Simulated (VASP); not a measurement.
Here is a VASP 6.6.1 calculation.

File INCAR:

```
SYSTEM = HfC
PREC = Accurate
ENCUT = 520
EDIFF = 1E-6
ISMEAR = -1
SIGMA = 0.05
LREAL = .False.
LASPH = .True.
NELM = 100
ALGO = Normal
ISIF = 2
LWAVE = .False.
LCHARG = .False.
GGA = RE
NBANDS = 14
```

The input KPOINTS:

```
Automatic mesh
0
Gamma
  10 10 10
  0 0 0
```

The input POSCAR:

```
HfC
1.0
    0.0000000000      2.3359526009      2.3359526009
    2.3359526009      0.0000000000      2.3359526009
    2.3359526009      2.3359526009      0.0000000000
Hf C
1 1
Direct
    0.5000000000      0.5000000000      0.5000000000
    0.0000000000      0.0000000000      0.0000000000
```

Potentials or basis: VASP PAW PBE potentials, release 64 (Hf_pv, C).

Launch:

```bash
$ cat potpaw_PBE.64/Hf_pv/POTCAR potpaw_PBE.64/C/POTCAR > POTCAR
$ mpirun -np 1 vasp_std > vasp.out
```

(1) What does it give for the band gap on the k mesh?

(2) Predict the pressure.

Answers

(1) zero (band 7 reaches 6.92 eV, above the bottom of band 8 at 5.52 eV).

(2) -0.8 GPa.

Caveat: the PAW data sets were made with another functional, which shifts forces and pressure a little; spin-orbit coupling is left out, which moves the levels of the heavy elements.
